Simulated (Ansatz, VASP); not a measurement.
## ZnSe3 in VASP and in Ansatz

```xyz
4
Lattice="4.3267 0.0000 0.0000 0.0000 4.3267 0.0000 0.0000 0.0000 4.3267" Properties=species:S:1:pos:R:3 pbc="T T T"
Zn    0.0000    0.0000    0.0000
Se    2.1634    0.0000    2.1634
Se    0.0000    2.1634    2.1634
Se    2.1634    2.1634    0.0000
```

Change from the starting cell: species swapped into the PrSn3 type (Pm-3m, No. 221).

Alike in both runs: functional PBE; k mesh 12 × 12 × 12; occupations gaussian, width 0.1 eV; no spin polarisation.

Ansatz relaxed the structure, and its values are those at the end. VASP's run is a single point on that final structure, the one shown.

|  | VASP | Ansatz |
| --- | --- | --- |
| version | VASP 6.6.1 | Ansatz 0.2.0 |
| potentials or method | VASP PAW PBE potentials, release 64 (Zn, Se), cutoff 500 eV | scalar-relativistic, plane waves, PAW |
| valence electrons in the cell | 30 | 60 |

```csv
,VASP,Ansatz,Ansatz less VASP
gap on the k mesh at the Fermi level (eV),none,none,-
pressure (GPa),0.0,0.0,-0.05
```

A gap of «none» marks a metal or a gap that the smearing closes. VASP's potentials hold 30 valence electrons a cell and Ansatz's 60, so a difference there can come from the potentials and not from the codes.
